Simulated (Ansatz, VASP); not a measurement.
**AlN in VASP and in Ansatz**

File INCAR:

```
ALGO     = Normal         # electronic algorithm
EDIFF    = 1E-7           # SCF threshold, eV
EDIFFG   = -0.003         # ionic threshold
ENCUT    = 600            # plane-wave cutoff, eV
GGA      = PS             # functional
GGA_COMPAT= False        
IBRION   = 2              # ionic algorithm
ISIF     = 3              # what is computed and relaxed
ISMEAR   = 0              # smearing method
LASPH    = True           # aspherical terms in the spheres
LCHARG   = False          # write CHGCAR
LREAL    = False          # projectors in reciprocal space
LWAVE    = False          # write WAVECAR
NELM     = 120            # most SCF steps
NELMIN   = 4            
NSW      = 50             # ionic steps
PREC     = Accurate       # precision mode
SIGMA    = 0.02           # smearing width, eV
```

The input KPOINTS:

```
k-points
0
Gamma
  10 10 10
```

The input POSCAR:

```
AlN
1.0
    0.0000000000      2.0307115020      2.0307115020
    2.0307115020      0.0000000000      2.0307115020
    2.0307115020      2.0307115020      0.0000000000
Al N
1 1
Direct
    0.5000000000      0.5000000000      0.5000000000
    0.0000000000      0.0000000000      0.0000000000
```

Input for Ansatz:

```yaml
crystal:
  lattice:
    - [0.0, 2.030711502, 2.030711502]
    - [2.030711502, 0.0, 2.030711502]
    - [2.030711502, 2.030711502, 0.0]
  atoms:
    - { symbol: Al, position: [0.5, 0.5, 0.5] }
    - { symbol: "N", position: [0.0, 0.0, 0.0] }
basis: {}
kpoints:
  mp_grid: { grid: [10, 10, 10] }
hamiltonian:
  xc: pbesol
  pseudopotentials: { kind: all_electron, lapw: {} }
scf:
  occupations: { method: gaussian, width: 0.02 }
output:
  forces: true
  stress: true
  eigenvalues: true
relax:
  adjacent_minimum: "off"
  f_tol: 0.003
  max_steps: 30
  cell: { stress_tol: 0.03 }
```

Alike in both runs: task relaxation of cell and atoms; functional PBEsol; k mesh 10 × 10 × 10; occupations gaussian, width 0.02 eV; no spin polarisation.

```csv
,VASP,Ansatz
version,VASP 6.6.1,Ansatz 0.2.0
potentials or method,"VASP PAW PBE potentials, release 64 (Al, N), cutoff 600 eV","scalar-relativistic, all-electron LAPW"
```

|  | VASP | Ansatz | Ansatz less VASP |
| --- | --- | --- | --- |
| gap on the k mesh at the Fermi level, each at its own relaxed structure (eV) | 4.55 | 4.54 | -0.015 |
| relaxed volume (Å³/atom) | 8.27 | 8.27 | +0.008 |
| relaxed cell length with the largest relative difference (Å) | 2.859 | 2.860 | +0.0009 |

VASP's potentials were made for PBE, not for PBEsol. Ansatz ran all-electron here, and VASP with PAW potentials.
